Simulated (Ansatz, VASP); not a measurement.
# Two plane-wave programs on Si

```
Si
1.0
     2.73488   -2.73488    0.00000
     2.73488    0.00000   -2.73488
     6.83720    5.01395    4.55814
Si
6
Direct
  0.57639 0.48612 0.54163
  0.96528 0.93057 0.20830
  0.18751 0.04168 0.87497
  0.53473 0.40279 0.79163
  0.92362 0.84723 0.45830
  0.31251 0.29168 0.12497
```

Alike in both runs: task single point; functional PBE; k mesh 8 × 8 × 3; occupations gaussian, width 0.05 eV; no spin polarisation.

```csv
,VASP,Ansatz
version,VASP 6.6.1,Ansatz 0.2.0
potentials or method,"VASP PAW PBE potentials, release 64 (Si), cutoff 520 eV","scalar-relativistic, plane waves, PAW"
valence electrons in the cell,24,24
```

Ansatz gave:

- gap on the k mesh at the Fermi level (eV): none
- pressure (GPa): -1.1
- traceless stress, the component that is largest in VASP (GPa): -5.30
- rms of the force components (eV/Å): 0.315

Problem. Which values does VASP return?

Solution. gap on the k mesh at the Fermi level (eV): none; pressure (GPa): -1.2; traceless stress, the component that is largest in VASP (GPa): -5.31; rms of the force components (eV/Å): 0.314.

Atom by atom the forces differ by 0.002 eV/Å (rms over components). A gap of «none» marks a metal or a gap that the smearing closes.
